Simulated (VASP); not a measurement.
Set up this calculation in VASP 6.6.1, as the native input.

| Quantity | Value |
| --- | --- |
| Task | relaxation of cell and atoms |
| Functional | PBE |
| Potentials or basis | VASP PAW PBE potentials, release 64 (Sr_sv, Ti_sv, Te) |
| Cutoff | 600 eV |
| k mesh | 8 × 8 × 8 |
| Occupations | gaussian, width 0.1 eV |
| Spin | no spin polarisation |
| Dipole correction | no |
| Further INCAR settings | ALGO = Normal; EDIFF = 1e-07; IBRION = 2; EDIFFG = -0.01; NSW = 100; ISIF = 3 |

The structure of SrTiTe3 lies in POSCAR:

```
SrTiTe3
1.0
    5.4336232870      0.0000000000      0.0000000000
    0.0000000000      5.4336232870      0.0000000000
    0.0000000000      0.0000000000      5.4336232870
Sr Ti Te
1 1 3
Direct
    0.5000000000      0.5000000000      0.5000000000
    0.0000000000      0.0000000000      0.0000000000
    0.0000000000      0.0000000000      0.5000000000
    0.0000000000      0.5000000000      0.0000000000
    0.5000000000      0.0000000000      0.0000000000
```

These files were run (other wordings do the same):

INCAR

```
SYSTEM = SrTiTe3
PREC = Accurate
ENCUT = 600
EDIFF = 1E-7
ISMEAR = 0
SIGMA = 0.1
LREAL = .FALSE.
LASPH = .TRUE.
NELM = 100
ALGO = Normal
ISIF = 3
LWAVE = .FALSE.
LCHARG = .FALSE.
GGA = PE
IBRION = 2
NSW = 100
EDIFFG = -0.01
```

KPOINTS

```
regular mesh
0
G
  8 8 8
  0 0 0
```

Potentials or basis: VASP PAW PBE potentials, release 64 (Sr_sv, Ti_sv, Te).

Launch:

```console
$ cat potpaw_PBE.64/Sr_sv/POTCAR potpaw_PBE.64/Ti_sv/POTCAR potpaw_PBE.64/Te/POTCAR > POTCAR
$ mpirun -np 1 vasp_std > vasp.out
```

It gave:

```
Relaxed volume                         : 32.33 Å³/atom
Relaxed cell                           : a = 5.447 Å, b = 5.447 Å, c = 5.447 Å, α = 90.00°, β = 90.00°, γ = 90.00°
Space group after relaxing (to 0.05 Å) : Pm-3m (No. 221)
Energy gained by relaxing              : 0.3 meV/atom
Ionic steps                            : 3
Pressure after relaxing                : 0.0 GPa
Band gap on the k mesh                 : zero (band 20 reaches 5.71 eV, above the bottom of band 21 at 4.87 eV)
```

Caveat: spin-orbit coupling is left out, which moves the levels of the heavy elements.

It took 14 min on 1 thread of Oxide Virtual Turin-like Processor, on a shared host, peak memory 0.43 GiB.
